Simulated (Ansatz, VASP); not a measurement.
## Ge: VASP beside Ansatz

```
Ge
1.0
    -2.49590    2.65086    1.43695
     2.49590   -2.65086    1.43695
     2.49590    2.65086   -1.43695
Ge
2
Direct
  0.29840 0.03724 0.23933
  0.69452 0.94755 0.75384
```

Change from the starting cell: atoms moved at random, drawn with an rms of 0.05 Å.

Alike in both runs: task single point; functional PBEsol; k mesh 11 × 11 × 11; occupations fermi-dirac, width 0.05 eV; no spin polarisation.

|  | VASP | Ansatz |
| --- | --- | --- |
| version | VASP 6.6.1 | Ansatz 0.2.0 |
| potentials or method | VASP PAW PBE potentials, release 64 (Ge_d), cutoff 520 eV | all-electron LAPW, scalar-relativistic |

```csv
,VASP,Ansatz,Ansatz less VASP
gap on the k mesh at the Fermi level (eV),none,none,-
pressure (GPa),-2.4,-2.3,+0.09
"traceless stress, the component that is largest in VASP (GPa)",0.86,0.86,-0.004
rms of the force components (eV/Å),0.090,0.089,-0.0005
```

VASP's potentials were made for PBE, not for PBEsol. Atom by atom the forces differ by 0.001 eV/Å (rms over components). A gap of «none» marks a metal or a gap that the smearing closes. Ansatz ran all-electron here, and VASP with PAW potentials.
